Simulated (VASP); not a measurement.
# PbOF in VASP: further runs

PbOF is run at these levels: PBE; tasks: single point.

All numbers are computed with VASP 6.6.1; they aren't measurements. Logs are shortened: lines on timing, memory, paths and dates and some standing lists are left out, and cuts for length are marked.

## Step 1: The cell of the first run

The cell holds a sheet with vacuum, 3 atoms: a = 3.061 Å, b = 3.061 Å, c = 17.000 Å, α = 90.00°, β = 90.00°, γ = 120.00°.

## Step 2: Single point, PBE

INCAR reads:

```
SYSTEM = PbOF
PREC     = Accurate       ! precision mode
ENCUT    = 520            ! plane-wave cutoff, eV
EDIFF    = 1E-6           ! SCF threshold, eV
ISMEAR   = 0              ! smearing method
SIGMA    = 0.1            ! smearing width, eV
LREAL    = .FALSE.        ! projectors in reciprocal space
LASPH    = .TRUE.         ! aspherical terms in the spheres
NELM     = 80             ! most SCF steps
ALGO     = Normal         ! electronic algorithm
ISIF     = 2              ! what is computed and relaxed
LWAVE    = .FALSE.        ! write WAVECAR
LCHARG   = .TRUE.         ! write CHGCAR
LDIPOL   = .TRUE.       
IDIPOL   = 3            
DIPOL    = 0.5 0.5 0.501
GGA      = PE             ! functional
LELF     = .TRUE.         ! ELF
LVHAR    = .TRUE.       
LVACPOTAV= .TRUE.       
NBANDS   = 20             ! bands
```

KPOINTS reads:

```
regular mesh
0
G
  6 6 1
  0 0 0
```

POSCAR reads:

```
PbOF
1.0
    3.0606104600      0.0000000000      0.0000000000
   -1.5303052300      2.6505656800      0.0000000000
    0.0000000000      0.0000000000     17.0000000000
Pb O F
1 1 1
Direct
    0.0000000000      0.0000000000      0.5031764700
    0.3333333300      0.6666666700      0.4407537100
    0.6666666700      0.3333333300      0.5592462900
```

Potentials or basis: VASP PAW PBE potentials, release 64 (Pb_d, O, F).

Command:

```console
cat potpaw_PBE.64/Pb_d/POTCAR potpaw_PBE.64/O/POTCAR potpaw_PBE.64/F/POTCAR > POTCAR
mpirun -np 1 vasp_std > vasp.out
```

OUTCAR:

```text
SYSTEM = PbOF
   PREC = Accurate
   ENCUT = 520
   EDIFF = 1E-6
   ISMEAR = 0
   LREAL = .FALSE.
   LASPH = .TRUE.
   NELM = 80
   ISIF = 2
   GGA = PE

 ion  position               nearest neighbor table
   1  0.000  0.000  0.503-   3 2.01   3 2.01   3 2.01   2 2.06   2 2.06   2 2.06
   2  0.333  0.667  0.441-   1 2.06   1 2.06   1 2.06
   3  0.667  0.333  0.559-   1 2.01   1 2.01   1 2.01

  LATTYP: Found a hexagonal cell.
 ALAT       =     3.0606104600
 C/A-ratio  =     5.5544474614

  Lattice vectors:

 A1 = (   3.0606104600,   0.0000000000,   0.0000000000)
 A2 = (  -1.5303052300,   2.6505656800,   0.0000000000)
 A3 = (   0.0000000000,   0.0000000000,  17.0000000000)

Analysis of symmetry for initial positions (statically):
=====================================================================
 Subroutine PRICEL returns:
 Original cell was already a primitive cell.

 Routine SETGRP: Setting up the symmetry group for a
 hexagonal supercell.

 Subroutine GETGRP returns: Found  6 space group operations
 (whereof  6 operations were pure point group operations)
 out of a pool of 24 trial point group operations.

The static configuration has the point symmetry C_3v.

Analysis of symmetry for dynamics (positions and initial velocities):
=====================================================================
 Subroutine PRICEL returns:
 Original cell was already a primitive cell.

 Routine SETGRP: Setting up the symmetry group for a
 hexagonal supercell.

 Subroutine GETGRP returns: Found  6 space group operations
 (whereof  6 operations were pure point group operations)
 out of a pool of 24 trial point group operations.

The dynamic configuration has the point symmetry C_3v.

 Subroutine INISYM returns: Found  6 space group operations
 (whereof  6 operations are pure point group operations),
 and found     1 'primitive' translations

----------------------------------------------------------------------------------------

                                     Primitive cell

  volume of cell :     137.9099

  direct lattice vectors                    reciprocal lattice vectors
     3.060610460  0.000000000  0.000000000     0.326732204  0.188638978  0.000000000
    -1.530305230  2.650565680  0.000000000     0.000000000  0.377277955  0.000000000
     0.000000000  0.000000000 17.000000000     0.000000000  0.000000000  0.058823529

  length of vectors
     3.060610460  3.060609828 17.000000000     0.377277877  0.377277955  0.058823529

  position of ions in fractional coordinates (direct lattice)
     0.000000000  0.000000000  0.503176470
     0.333333330  0.666666670  0.440753710
     0.666666670  0.333333330  0.559246290

  ion indices of the primitive-cell ions
   primitive index   ion index
                 1           1
                 2           2
                 3           3

----------------------------------------------------------------------------------------

 KPOINTS: regular mesh

Automatic generation of k-mesh.
 Grid dimensions read from file:
 generate k-points for:    6    6    1

 Generating k-lattice:

  Cartesian coordinates                     Fractional coordinates (reciprocal lattice)
     0.054455367  0.031439830  0.000000000     0.166666667  0.000000000  0.000000000
     0.000000000  0.062879659  0.000000000     0.000000000  0.166666667  0.000000000
     0.000000000  0.000000000  0.058823529     0.000000000  0.000000000  1.000000000

  Length of vectors
     0.062879646  0.062879659  0.058823529

  Shift w.r.t. Gamma in fractional coordinates (k-lattice)
     0.000000000  0.000000000  0.000000000

 Subroutine IBZKPT returns following result:
 ===========================================

 Found      7 irreducible k-points:

 Following reciprocal coordinates:
            Coordinates               Weight
  0.000000  0.000000  0.000000      1.000000
  0.166667  0.000000  0.000000      6.000000
  0.333333  0.000000  0.000000      6.000000
  0.500000  0.000000  0.000000      3.000000
  0.166667  0.166667  0.000000      6.000000
  0.333333  0.166667  0.000000     12.000000
  0.333333  0.333333  0.000000      2.000000
   k-points           NKPTS =      7   k-points in BZ     NKDIM =      7   number of bands    NBANDS=     20
   number of dos      NEDOS =    301   number of ions     NIONS =      3
   total plane-waves  NPLWV =  72576
   dimension x,y,z NGX =    24 NGY =   24 NGZ =  126
   dimension x,y,z NGXF=    48 NGYF=   48 NGZF=  252
   ions per type =               1   1   1
   NGX,Y,Z   is equivalent  to a cutoff of  13.04, 13.04, 12.32 a.u.
   NGXF,Y,Z  is equivalent  to a cutoff of  26.07, 26.07, 24.64 a.u.
 SYSTEM =  PbOF
   PREC   = accura    normal or accurate (medium, high low for compatibility)
   ISTART =      0    job   : 0-new  1-cont  2-samecut
   ICHARG =      2    charge: 1-file 2-atom 10-const
   ISPIN  =      1    spin polarized calculation?
   LNONCOLLINEAR =      F non collinear calculations
   LSORBIT =      F    spin-orbit coupling
   LASPH  =      T    aspherical Exc in radial PAW
   ENCUT  =  520.0 eV  38.22 Ry    6.18 a.u.   5.69  5.69 31.61*2*pi/ulx,y,z
   NELM   =     80;   NELMIN=  2; NELMDL= -5     # of ELM steps
   EDIFF  = 0.1E-05   stopping-criterion for ELM
   LREAL  =      F    real-space projection
   EDIFFG = 0.1E-04   stopping-criterion for IOM
   NSW    =      0    number of steps for IOM
   IBRION =     -1    ionic relax: 0-MD 1-quasi-New 2-CG
   NFREE  =      0    steps in history (QN), initial steepest desc. (CG)
   ISIF   =      2    stress and relaxation
   ISYM   =      2    0-nonsym 1-usesym 2-fastsym
   POTIM  = 0.5000    time-step for ionic-motion
   TEBEG  =    0.0;   TEEND  =   0.0 temperature during run
   PSTRESS=    0.0 pullay stress
   NELECT =      27.0000    total number of electrons
   NUPDOWN=      -1.0000    fix difference up-down
   EMIN   =  10.00;   EMAX   =-10.00  energy-range for DOS
   EFERMI =   0.00;   METHOD = LEGACY
   ISMEAR =     0;   SIGMA  =   0.10  broadening in eV -4-tet -1-fermi 0-gaus
   EFERMI_NEDOS =   21; number of points for ismear=-14 and -15
   IALGO  =     38    algorithm
   IMIX   =      4    mixing-type and parameters
     AMIX     =   0.40;   BMIX     =  1.00
     AMIX_MAG =   1.60;   BMIX_MAG =  1.00
  volume/ion in A,a.u.               =      45.97       310.22
  Fermi-wavevector in a.u.,A,eV,Ry     =   0.950599  1.796373 12.294760  0.903639
  Thomas-Fermi vector in A             =   2.078991
   LORBIT       =      0    0 simple, 1 ext, 2 COOP (PROOUT), +10 PAW based schemes
   GGA     = PE    functional components
   LHFCALC =     F    Hartree Fock is set to
   AEXX    =    0.0000 exact exchange contribution
   IVDW    =     0    specifies the selected vdW correction
   LEPSILON=     F    determine dielectric tensor
   LRPA    =     F    only Hartree local field effects (RPA)
 non-spin polarized calculation
 Gauss-broadening in eV      SIGMA  =   0.10
  energy-cutoff  :      520.00
  volume of cell :      137.91
 maximum number of plane-waves:      3722
 NGX is ok and might be reduce to    24

 number of electron      26.9999985 magnetization

 dipolmoment           0.000000      0.000000     -0.118560 electrons x Angstroem

 Free energy of the ion-electron system (eV)
  ---------------------------------------------------
  ext. energy  EPLUGINS =         0.00000000
  ---------------------------------------------------
  free energy    TOTEN  =        -9.22792133 eV

  energy without entropy =       -9.22203200  energy(sigma->0) =       -9.22497667

 E-fermi :  -0.3183     XC(G=0):  -3.6110

 val. band max:       -0.3867321709   @ k =   0.3333   0.0000   0.0000
 cond. band min:       0.0351992967   @ k =   0.5000   0.0000   0.0000
 fundamental gap:      0.4219314676
 Fermi energy:        -0.3183243190

 k-point     1 :       0.0000    0.0000    0.0000
  band No.  band energies     occupation
      1     -29.7792      2.00000
      2     -21.9266      2.00000
      3     -19.8952      2.00000
      4     -19.8952      2.00000
      5     -19.1066      2.00000
      6     -18.7701      2.00000
[... 12 lines left out ...]
     19       5.4980      0.00000
     20       6.8324      0.00000

 k-point     2 :       0.1667    0.0000    0.0000
  band No.  band energies     occupation
      1     -29.7014      2.00000
      2     -22.1628      2.00000
      3     -19.6881      2.00000
      4     -19.4697      2.00000
      5     -19.0351      2.00000
      6     -18.8017      2.00000
[... 12 lines left out ...]
     19       6.1112      0.00000
     20       6.5345      0.00000

 k-point     3 :       0.3333    0.0000    0.0000
  band No.  band energies     occupation
      1     -29.5744      2.00000
      2     -22.2062      2.00000
      3     -19.4781      2.00000
      4     -19.3872      2.00000
      5     -18.7750      2.00000
      6     -18.6919      2.00000
[... 12 lines left out ...]
     19       6.7829      0.00000
     20       7.9408      0.00000

 k-point     4 :       0.5000    0.0000    0.0000
  band No.  band energies     occupation
      1     -29.5263      2.00000
      2     -22.0729      2.00000
      3     -19.6447      2.00000
      4     -19.3485      2.00000
      5     -18.5957      2.00000
      6     -18.4870      2.00000
[... 12 lines left out ...]
     19       8.2382      0.00000
     20       8.5415      0.00000

 k-point     5 :       0.1667    0.1667    0.0000
  band No.  band energies     occupation
      1     -29.6012      2.00000
      2     -22.2610      2.00000
      3     -19.4582      2.00000
      4     -19.2018      2.00000
      5     -19.0137      2.00000
      6     -18.7218      2.00000
[... 12 lines left out ...]
     19       6.3534      0.00000
     20       7.2940      0.00000

 k-point     6 :       0.3333    0.1667    0.0000
  band No.  band energies     occupation
      1     -29.5217      2.00000
      2     -22.1885      2.00000
      3     -19.4656      2.00000
      4     -19.0686      2.00000
      5     -18.7173      2.00000
      6     -18.5139      2.00000
[... 12 lines left out ...]
     19       7.6208      0.00000
     20       8.0581      0.00000

 k-point     7 :       0.3333    0.3333    0.0000
  band No.  band energies     occupation
      1     -29.4959      2.00000
      2     -22.2281      2.00000
      3     -19.1810      2.00000
      4     -19.0817      2.00000
      5     -18.6268      2.00000
      6     -18.2576      2.00000
[... 12 lines left out ...]
     19       8.6163      0.00000
     20       8.6168      0.00000

------------------------ aborting loop because EDIFF is reached ----------------------------------------

  FORCE on cell =-STRESS in cart. coord.  units (eV):
  Direction    XX          YY          ZZ          XY          YZ          ZX
  --------------------------------------------------------------------------------------
  -------------------------------------------------------------------------------------
  Total       27.3881080     27.3880930     11.7610858      0.0000000      0.0000000     -0.0000000
  in kB      318.1830679    318.1828928    136.6351546      0.0000000      0.0000000     -0.0000000
  external PRESSURE =     257.6670384 kB  Pullay stress =       0.0000000 kB

 VOLUME and BASIS-vectors are now :
 -----------------------------------------------------------------------------
  energy-cutoff  :      520.00
  volume of cell :      137.91
      direct lattice vectors                 reciprocal lattice vectors
     3.060610460  0.000000000  0.000000000     0.326732204  0.188638978  0.000000000
    -1.530305230  2.650565680  0.000000000     0.000000000  0.377277955  0.000000000
     0.000000000  0.000000000 17.000000000     0.000000000  0.000000000  0.058823529

 POSITION                                       TOTAL-FORCE (eV/Angst)
 -----------------------------------------------------------------------------------
      0.00000      0.00000      8.55400        -0.000000      0.000000     -5.001862
     -0.00000      1.76704      7.49281        -0.000000     -0.000000     -3.510379
      1.53031      0.88352      9.50719         0.000000     -0.000000      8.512241
 -----------------------------------------------------------------------------------
    total drift:                               -0.000010     -0.000000     -0.000371

  FREE ENERGIE OF THE ION-ELECTRON SYSTEM (eV)
  ---------------------------------------------------
  free  energy   TOTEN  =        -9.2279213315 eV

  energy  without entropy=       -9.2220319990  energy(sigma->0) =       -9.22497667

 vacuum level on the upper side and lower side of the slab         2.252         4.895
```

Wall time 16 s (1 thread of Intel Xeon 6975P-C (Granite Rapids), shared host); peak memory 0.24 GiB.

Results:

* Free energy: -9.2279 eV
* Largest force: 8.512 eV/Å

Forces on the atoms (eV/Å):
```
Pb   0.000  0.000 -5.002
O    0.000  0.000 -3.510
F    0.000  0.000  8.512
```

Levels at points of the mesh, in eV from the Fermi level:
```
           k point  band 10  band 11  band 12  band 13  band 14  band 15  band 16  band 17  band 18  band 19
(0.00, 0.00, 0.00)    -8.94    -6.91    -3.77    -3.77    -2.17     1.30     2.36     3.78     4.90     5.82
(0.50, 0.00, 0.00)    -9.89    -7.95    -4.51    -4.32     0.35     3.14     5.25     7.13     7.71     8.56
```

Caveat: the k points lie up to 0.40 Å⁻¹ apart; spin-orbit coupling is left out, which moves the levels of the heavy elements; an odd number of electrons without spin polarisation forces a metal; a magnetic or distorted state may lie lower.

## Step 3: Single point, PBE

This run uses another cell than the first one, of 111.15 Å³/atom, 2.418 times its volume.

INCAR reads:

```
PREC     = Accurate       # precision mode
ENCUT    = 520            # plane-wave cutoff, eV
EDIFF    = 1E-6           # SCF threshold, eV
ISMEAR   = 0              # smearing method
SIGMA    = 0.1            # smearing width, eV
LREAL    = False          # projectors in reciprocal space
LASPH    = True           # aspherical terms in the spheres
NELM     = 100            # most SCF steps
ALGO     = Normal         # electronic algorithm
ISIF     = 2              # what is computed and relaxed
LWAVE    = False          # write WAVECAR
LCHARG   = False          # write CHGCAR
LDIPOL   = True         
IDIPOL   = 3            
DIPOL    = 0.5 0.5 0.306
GGA      = PE             # functional
NBANDS   = 20             # bands
```

KPOINTS reads:

```
regular mesh
0
Gamma
  6 6 1
```

POSCAR reads:

```
PbOF
1.0
    3.7197291888      0.0000000000      0.0000000000
   -1.8598645944      3.2213799727      0.0000000000
    0.0000000000      0.0000000000     27.8287477200
Pb O F
1 1 1
Direct
    0.0000000000      0.0000000000      0.3002822963
    0.3333333333      0.6666666667      0.2734298971
    0.6666666667      0.3333333333      0.3445468763
```

Potentials or basis: VASP PAW PBE potentials, release 64 (Pb_d, O, F).

Command:

```console
cat potpaw_PBE.64/Pb_d/POTCAR potpaw_PBE.64/O/POTCAR potpaw_PBE.64/F/POTCAR > POTCAR
mpirun -np 1 vasp_std > vasp.out
```

Run time: 43 s. Hardware: 1 thread of Intel Xeon 6975P-C (Granite Rapids), shared host; peak memory 0.42 GiB.

It converged, with:

```
Free energy   : -14.2514 eV
Largest force : 0.019 eV/Å
```

Forces in eV/Å, atoms in the order of the input:
```
Pb   0.000  0.000  0.010
O    0.000  0.000 -0.019
F    0.000  0.000  0.009
```

Levels at points of the mesh, in eV from the Fermi level:
```csv
k point,band 10,band 11,band 12,band 13,band 14,band 15,band 16,band 17,band 18,band 19
"(0.00, 0.00, 0.00)",-3.68,-2.81,-2.41,-2.41,-1.61,3.02,5.39,5.94,6.23,6.71
"(0.50, 0.00, 0.00)",-4.39,-3.36,-2.58,-1.87,0.19,4.05,5.78,8.29,8.75,8.85
```

Caveat: spin-orbit coupling is left out, which moves the levels of the heavy elements; an odd number of electrons without spin polarisation forces a metal; a magnetic or distorted state may lie lower.

## Step 4: Single point, PBE

This run uses another cell than the first one, of 111.21 Å³/atom, 2.419 times its volume.

INCAR reads:

```
PREC = Accurate
ENCUT = 520
EDIFF = 1E-6
ISMEAR = 0
SIGMA = 0.1
LREAL = F
LASPH = T
NELM = 60
ALGO = Normal
ISIF = 2
LWAVE = F
LCHARG = T
LDIPOL = T
IDIPOL = 3
DIPOL = 0.5 0.5 0.306
GGA = PE
LELF = T
LVHAR = T
LVACPOTAV = T
NBANDS = 20
```

KPOINTS reads:

```
Automatic mesh
0
Gamma
  12 12 1
```

POSCAR reads:

```
PbOF
1.0
    3.7206747148      0.0000000000      0.0000000000
   -1.8603373574      3.2221988222      0.0000000000
    0.0000000000      0.0000000000     27.8287477200
Pb O F
1 1 1
Direct
    0.0000000000      0.0000000000      0.3003475680
    0.3333333333      0.6666666667      0.2732432991
    0.6666666667      0.3333333333      0.3446682026
```

Command:

```console
cat potpaw_PBE.64/Pb_d/POTCAR potpaw_PBE.64/O/POTCAR potpaw_PBE.64/F/POTCAR > POTCAR
mpirun -np 1 vasp_std > vasp.out
```

Run time: 1.8 min. Hardware: 1 thread of Intel Xeon 6975P-C (Granite Rapids), shared host; peak memory 0.48 GiB.

It converged, with:

```yaml
Free_energy: -14.2450 eV
Largest_force: 0.012 eV/Å
```

Forces in eV/Å, atoms in the order of the input:
```
Pb   0.000  0.000  0.009
O    0.000  0.000 -0.012
F    0.000  0.000  0.003
```

Levels at points of the mesh, in eV from the Fermi level:
```tsv
k point	band 10	band 11	band 12	band 13	band 14	band 15	band 16	band 17
(0.00, 0.00, 0.00)	-3.76	-2.89	-2.49	-2.49	-1.68	2.93	5.32	5.88
(0.50, 0.00, 0.00)	-4.45	-3.44	-2.66	-1.96	0.10	3.97	5.69	8.21
```

Caveat: spin-orbit coupling is left out, which moves the levels of the heavy elements; an odd number of electrons without spin polarisation forces a metal; a magnetic or distorted state may lie lower.

## Step 5: Single point, PBE

This run uses another cell than the first one, of 111.15 Å³/atom, 2.418 times its volume.

INCAR reads:

```
  PREC = Accurate
  ENCUT = 520
  EDIFF = 1E-7
  ISMEAR = 0
  SIGMA = 0.1
  LREAL = F
  LASPH = T
  NELM = 60
  ALGO = Normal
  ISIF = 2
  LWAVE = F
  LCHARG = F
  LDIPOL = T
  IDIPOL = 3
  DIPOL = 0.5 0.5 0.306
  GGA = PE
  NBANDS = 20
```

KPOINTS reads:

```
regular mesh
0
Gamma
  12 12 1
```

POSCAR reads:

```
PbOF
1.0
    3.7197291888      0.0000000000      0.0000000000
   -1.8598645944      3.2213799727      0.0000000000
    0.0000000000      0.0000000000     27.8287477200
Pb O F
1 1 1
Direct
    0.0000000000      0.0000000000      0.3002822963
    0.3333333333      0.6666666667      0.2734298971
    0.6666666667      0.3333333333      0.3445468763
```

Command:

```console
cat potpaw_PBE.64/Pb_d/POTCAR potpaw_PBE.64/O/POTCAR potpaw_PBE.64/F/POTCAR > POTCAR
mpirun -np 1 vasp_std > vasp.out
```

It took 1.8 min on 1 thread of Intel Xeon 6975P-C (Granite Rapids), shared host; peak memory 0.48 GiB.

Results (log left out):

```yaml
Free_energy: -14.2447 eV
Largest_force: 0.049 eV/Å
```

Forces on the atoms (eV/Å):
```
Pb   0.000  0.000  0.033
O    0.000  0.000 -0.049
F    0.000  0.000  0.016
```

Levels at points of the mesh, in eV from the Fermi level:
```tsv
k point	band 11	band 12	band 13	band 14	band 15	band 16
(0.00, 0.00, 0.00)	-2.90	-2.51	-2.51	-1.71	2.93	5.29
(0.50, 0.00, 0.00)	-3.45	-2.67	-1.97	0.10	3.96	5.68
```

Caveat: spin-orbit coupling is left out, which moves the levels of the heavy elements; an odd number of electrons without spin polarisation forces a metal; a magnetic or distorted state may lie lower.

## Step 6: Overview

| cell | k mesh | gap on the mesh (eV) | largest force (eV/Å) |
| --- | --- | --- | --- |
| a = 3.061, b = 3.061, c = 17.000 Å, angles 90.0, 90.0, 120.0°, 3 atoms | 6 × 6 × 1 | none | 8.51 |
| a = 3.720, b = 3.720, c = 27.829 Å, angles 90.0, 90.0, 120.0°, 3 atoms | 6 × 6 × 1 | none | 0.02 |
| a = 3.721, b = 3.721, c = 27.829 Å, angles 90.0, 90.0, 120.0°, 3 atoms | 12 × 12 × 1 | none | 0.01 |
| a = 3.720, b = 3.720, c = 27.829 Å, angles 90.0, 90.0, 120.0°, 3 atoms | 12 × 12 × 1 | none | 0.05 |

Some of these runs hold the atoms at other places in the same cell, which the table doesn't show; runs alike in all that it shows share one row.

Alike in all rows: task single point; level PBE; potentials or basis VASP PAW PBE potentials, release 64 (Pb_d, O, F); no spin polarisation; cutoff (eV) 520; smearing gaussian 0.1 eV.

Caveats: some runs use coarse meshes; spin-orbit coupling is left out, which moves the levels of the heavy elements; an odd number of electrons without spin polarisation forces a metal; a magnetic or distorted state may lie lower.

Total energies depend on the potentials used, so only differences within one code and one set of settings carry meaning.
